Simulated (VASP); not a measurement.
Write the native input for VASP 6.6.1 that does the following.

| Item | Value |
| --- | --- |
| Task | single point |
| Functional | PBEsol |
| Potentials or basis | VASP PAW PBE potentials, release 64 (Ti_sv, B) |
| Cutoff | 520 eV |
| k mesh | 6 × 12 × 8 |
| Occupations | gaussian, width 0.1 eV |
| Spin | no spin polarisation |
| Dipole correction | no |
| Further INCAR settings | ALGO = Normal; EDIFF = 1e-06; NBANDS = 40 |

The structure of TiB lies in POSCAR:

```
TiB
1.0
    5.9955800050      0.0000000000      0.0000000000
    0.0000000000      3.0051508970      0.0000000000
    0.0000000000      0.0000000000      4.4782485302
Ti B
4 4
Direct
    0.1770666394      0.2500000000      0.1212749086
    0.8229333606      0.7500000000      0.8787250914
    0.3229333606      0.7500000000      0.6212749086
    0.6770666394      0.2500000000      0.3787250914
    0.0305059448      0.2500000000      0.6010551768
    0.9694940552      0.7500000000      0.3989448232
    0.4694940552      0.7500000000      0.1010551768
    0.5305059448      0.2500000000      0.8989448232
```

This cell differs from its parent crystal: volume scaled by 0.97, then relaxed in part.

One way to write it, as run:

INCAR

```
  PREC = Accurate
  ENCUT = 520
  EDIFF = 1E-6
  ISMEAR = 0
  SIGMA = 0.1
  LREAL = False
  LASPH = True
  NELM = 80
  ALGO = Normal
  ISIF = 2
  LWAVE = False
  LCHARG = False
  GGA = PS
  NBANDS = 40
```

KPOINTS

```
regular mesh
0
Gamma
  6 12 8
```

Potentials or basis: VASP PAW PBE potentials, release 64 (Ti_sv, B).

The run is started by

```bash
$ cat potpaw_PBE.64/Ti_sv/POTCAR potpaw_PBE.64/B/POTCAR > POTCAR
$ mpirun -np 1 vasp_std > vasp.out
```

Results of the run:

```yaml
Pressure: 7.2 GPa
Largest_force: 0.011 eV/Å
Band_gap_on_the_k_mesh: zero (band 30 reaches 10.21 eV, above the bottom of band 31 at 8.44 eV)
```

Caveat: the PAW data sets were made with another functional, which shifts forces and pressure a little.

It took 3.2 min on 1 thread of Intel(R) Xeon(R) 6975P-C (Granite Rapids), on a shared host, peak memory 0.43 GiB.
